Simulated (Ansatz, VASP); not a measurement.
# One calculation of Sb, two programs

```
CELL_PARAMETERS angstrom
2.15060 1.24165 3.81888
-2.15060 1.24165 3.81888
0.00000 -2.48330 3.81888
ATOMIC_POSITIONS crystal
Sb 0.23364 0.23364 0.23364
Sb 0.76636 0.76636 0.76636
```

Change from the starting cell: zz strain of +2 %, PAW files.

Alike in both runs: task electric field gradients; functional PBEsol; k mesh 9 × 9 × 9; occupations fermi-dirac, width 0.05 eV; no spin polarisation.

|  | VASP | Ansatz |
| --- | --- | --- |
| version | VASP 6.6.1 | Ansatz 0.2.0 |
| potentials or method | VASP PAW PBE potentials, release 64 (Sb_d_GW) | PAW with Ansatz's default frozen-core files, scalar-relativistic |
| plane-wave cutoff (eV) | 400 | 420 |
| valence electrons in the cell | 30 | 30 |

Ansatz gave:

```
rms of the force components (eV/Å)                   : 0.007
size of Vzz on the site where it differs most (V/Å²) : 40.2
```

Estimate VASP's values.

rms of the force components (eV/Å): 0.008; size of Vzz on the site where it differs most (V/Å²): 38.8.

VASP's potentials were made for PBE, not for PBEsol. Atom by atom the forces differ by 0.000 eV/Å (rms over components). With one functional, cell and mesh, what is left measures potentials, basis and numerics.

Neither program's run includes spin-orbit coupling.
